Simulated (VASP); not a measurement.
Runs of VASP 6.6.1 on KNbO3. It takes space group Pm-3m (No. 221, cubic). Conventional cell: a = 4.029 Å, b = 4.029 Å, c = 4.029 Å, α = 90.00°, β = 90.00°, γ = 90.00°. K (site symmetry m-3m) has 12 O at 2.85 Å and 8 Nb at 3.49 Å within 3.8 Å. Within 2.7 Å of Nb (site symmetry m-3m) lie 6 O at 2.01 Å. Within 2.7 Å of O (site symmetry 4/mmm) lie 2 Nb at 2.01 Å. 

```csv
U,gap on the mesh (eV),pressure (GPa)
Nb d U = 1.0 eV,(b),-5.2
Nb d U = 3.0 eV,(c),-3.9
Nb d U = 5.0 eV,2.02,(a)
Nb d U = 7.0 eV,2.26,-1.2
```

Alike in all rows: task single point; level PBEsol+U; potentials or basis VASP PAW PBE potentials, release 64 (K_sv, Nb_sv, O); no spin polarisation; cell as given; k mesh 6 × 6 × 6; cutoff (eV) 600; smearing gaussian 0.01 eV.

Task: Fill in the values left out.

Result: (a) -2.5; (b) 1.56; (c) 1.78.

Caveats: the PAW data sets were made with another functional, which shifts forces and pressure a little.

A k mesh can miss the band edges, and the runs leave out spin-orbit coupling on Nb.
